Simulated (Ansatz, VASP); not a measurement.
**BeS: VASP and Ansatz over several settings**

```
CELL_PARAMETERS angstrom
0.00000 2.47256 2.47256
2.47256 0.00000 2.47256
2.47256 2.47256 0.00000
ATOMIC_POSITIONS crystal
S 0.75000 0.75000 0.75000
Be 0.00000 0.00000 0.00000
```

Single points on this cell with VASP 6.6.1 and Ansatz 0.2.0. Each row is one pair of runs. Alike in all rows: spin: off.

| level | k mesh | smearing | VASP's potentials, cutoff | Ansatz's potentials, cutoff | gap on the k mesh at the Fermi level (eV), VASP | gap on the k mesh at the Fermi level (eV), Ansatz | least direct gap on the mesh (eV), VASP | least direct gap on the mesh (eV), Ansatz | pressure (GPa), VASP | pressure (GPa), Ansatz |
| --- | --- | --- | --- | --- | --- | --- | --- | --- | --- | --- |
| LDA | 9 × 9 × 9 | fermi-dirac, width 0.05 eV | VASP PAW LDA potentials, release 64 (S, Be), 520 eV | Ansatz PAW, 420 eV | 3.11 | 3.10 | 5.20 | 5.18 | -7.8 | -7.9 |
| PBEsol | 9 × 9 × 9 | fermi-dirac, width 0.05 eV | VASP PAW PBE potentials, release 64 (S, Be), 520 eV | Ansatz PAW, 420 eV | 3.14 | 3.14 | 5.23 | 5.23 | -5.5 | -5.6 |
| r2SCAN | 9 × 9 × 9 | fermi-dirac, width 0.05 eV | VASP PAW PBE potentials, release 64 (S, Be), 520 eV | Ansatz PAW, 500 eV | 3.79 | 3.78 | 6.17 | 6.17 | -4.0 | -4.2 |
| PBE0 | 6 × 6 × 6 | fermi-dirac, width 0.05 eV | VASP PAW PBE potentials, release 64 (S, Be), 520 eV | Ansatz PAW, 420 eV | 4.90 | 4.89 | 7.28 | 7.27 | -5.2 | -5.0 |
| PBE0 | 5 × 5 × 5 | gaussian, width 0.1 eV | VASP PAW PBE potentials, release 64 (S, Be), 520 eV | Ansatz PAW, 420 eV | 5.21 | 5.20 | 7.30 | 7.28 | -5.1 | -5.0 |
| HSE06 | 6 × 6 × 6 | fermi-dirac, width 0.05 eV | VASP PAW PBE potentials, release 64 (S, Be), 520 eV | Ansatz PAW, 420 eV | 4.18 | 4.18 | 6.56 | 6.56 | -5.1 | -5.0 |

Gap on the k mesh at the fermi level (eV): the two programs differ by at most 0.015; least direct gap on the mesh (eV): the two programs differ by at most 0.02; pressure (GPa): the two programs differ by at most 0.22.

The k mesh is coarse in some rows, so the values compare programs but aren't converged. Noted on Ansatz's runs: odd divisions of the mesh miss points on the zone boundary, where band edges often lie, so the gap on the mesh can be too wide.
